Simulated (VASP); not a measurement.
Write the native input for VASP 6.6.1 that does the following.

```
Task                               : single point
Functional                         : r2SCAN50
Potentials or basis                : VASP PAW PBE potentials, release 64 (C)
Cutoff                             : 520 eV
k mesh                             : 7 × 7 × 7
Occupations                        : fermi-dirac, width 0.05 eV
Spin                               : no spin polarisation
Dipole correction                  : no
Grid for exact exchange (PRECFOCK) : Normal
Further INCAR settings             : ALGO = Normal; EDIFF = 1e-06; NBANDS = 11
Share of exact exchange            : 0.5
```

C:

```
C
1.0
     0.00000    1.74696    1.74696
     1.74696    0.00000    1.74696
     1.74696    1.74696    0.00000
C
2
Direct
  0.75000 0.75000 0.75000
  0.50000 0.50000 0.50000
```

One way to write it, as run:

POSCAR

```
C
1.0
    0.0000000000      1.7469644787      1.7469644787
    1.7469644787      0.0000000000      1.7469644787
    1.7469644787      1.7469644787      0.0000000000
C
2
Direct
    0.7500000000      0.7500000000      0.7500000000
    0.5000000000      0.5000000000      0.5000000000
```

INCAR.step1

```
PREC     = Accurate       # precision mode
ENCUT    = 520            # plane-wave cutoff, eV
EDIFF    = 1E-5           # SCF threshold, eV
ISMEAR   = -1             # smearing method
SIGMA    = 0.05           # smearing width, eV
LREAL    = False          # projectors in reciprocal space
LASPH    = True           # aspherical terms in the spheres
NELM     = 80             # most SCF steps
ALGO     = Normal         # electronic algorithm
ISIF     = 2              # what is computed and relaxed
LWAVE    = True           # write WAVECAR
LCHARG   = False          # write CHGCAR
GGA      = PE             # functional
NBANDS   = 11             # bands
```

INCAR.step2

```
PREC     = Accurate       # precision mode
ENCUT    = 520            # plane-wave cutoff, eV
EDIFF    = 1E-6           # SCF threshold, eV
ISMEAR   = -1             # smearing method
SIGMA    = 0.05           # smearing width, eV
LREAL    = False          # projectors in reciprocal space
LASPH    = True           # aspherical terms in the spheres
NELM     = 80             # most SCF steps
ALGO     = Normal         # electronic algorithm
ISIF     = 2              # what is computed and relaxed
LWAVE    = False          # write WAVECAR
LCHARG   = False          # write CHGCAR
METAGGA  = R2SCAN         # meta-GGA
LHFCALC  = True           # exact exchange
AEXX     = 0.5            # exact-exchange fraction
LMIXTAU  = True         
PRECFOCK = Normal       
ISTART   = 1            
NBANDS   = 11             # bands
```

KPOINTS

```
regular mesh
0
Gamma
  7 7 7
```

Potentials or basis: VASP PAW PBE potentials, release 64 (C).

The run is started by

```bash
$ cat potpaw_PBE.64/C/POTCAR > POTCAR
$ cp INCAR.step1 INCAR
$ mpirun -np 1 vasp_std > vasp.out
$ cp INCAR.step2 INCAR
$ mpirun -np 1 vasp_std > vasp.out
```

It gave:

```
Pressure               : 13.7 GPa
Band gap on the k mesh : 8.30 eV (least direct gap 10.09 eV)
```

Caveat: the k points lie up to 0.44 Å⁻¹ apart; the PAW data sets were made with another functional, which shifts forces and pressure a little; an odd mesh through Γ misses points on the zone boundary, where band edges can lie.

It took 3.1 min on 1 thread of Intel(R) Xeon(R) Platinum 8488C (Sapphire Rapids), on a shared host, peak memory 0.12 GiB.
